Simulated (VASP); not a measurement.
Input of a VASP 6.6.1 run:

INCAR

```
SYSTEM = SnO2
PREC     = Accurate       ! precision mode
ENCUT    = 520            ! plane-wave cutoff, eV
EDIFF    = 1E-6           ! SCF threshold, eV
ISMEAR   = 0              ! smearing method
SIGMA    = 0.01           ! smearing width, eV
LREAL    = .FALSE.        ! projectors in reciprocal space
LASPH    = .TRUE.         ! aspherical terms in the spheres
NELM     = 80             ! most SCF steps
ALGO     = Normal         ! electronic algorithm
ISIF     = 2              ! what is computed and relaxed
LWAVE    = .FALSE.        ! write WAVECAR
LCHARG   = .FALSE.        ! write CHGCAR
GGA      = CA             ! functional
IBRION   = 2              ! ionic algorithm
NSW      = 50             ! ionic steps
EDIFFG   = -0.005         ! ionic threshold
```

The input KPOINTS:

```
regular mesh
0
G
  5 5 5
  0 0 0
```

File POSCAR:

```
SnO2
1.0
    1.6170930000      0.9336290000      4.8005930000
   -1.6170930000      0.9336290000      4.8005930000
    0.0000000000     -1.8672580000      4.8005930000
Sn O
1 2
Direct
    0.4941019407      0.4944830390      0.5084196488
    0.2449470559      0.2102118743      0.2656626859
    0.7391425436      0.7863506732      0.7563091423
```

Potentials or basis: VASP PAW LDA potentials, release 64 (Sn_d, O).

The run is started by

```console
$ cat potpaw_LDA.64/Sn_d/POTCAR potpaw_LDA.64/O/POTCAR > POTCAR
$ mpirun -np 1 vasp_std > vasp.out
```

Question: Estimate the energy gained by relaxing.

Answer: 51.8 meV/atom.

Question: What does it give for the band gap on the k mesh?

Answer: 1.87 eV (least direct gap 2.12 eV).

Stress tensor (GPa, compression positive):
```
-5.84  0.00 -0.02
 0.00 -5.84  0.01
-0.02  0.01 -2.53
```

Caveat: the k points lie up to 0.46 Å⁻¹ apart; spin-orbit coupling is left out, which moves the levels of the heavy elements; an odd mesh through Γ misses points on the zone boundary, where band edges can lie.
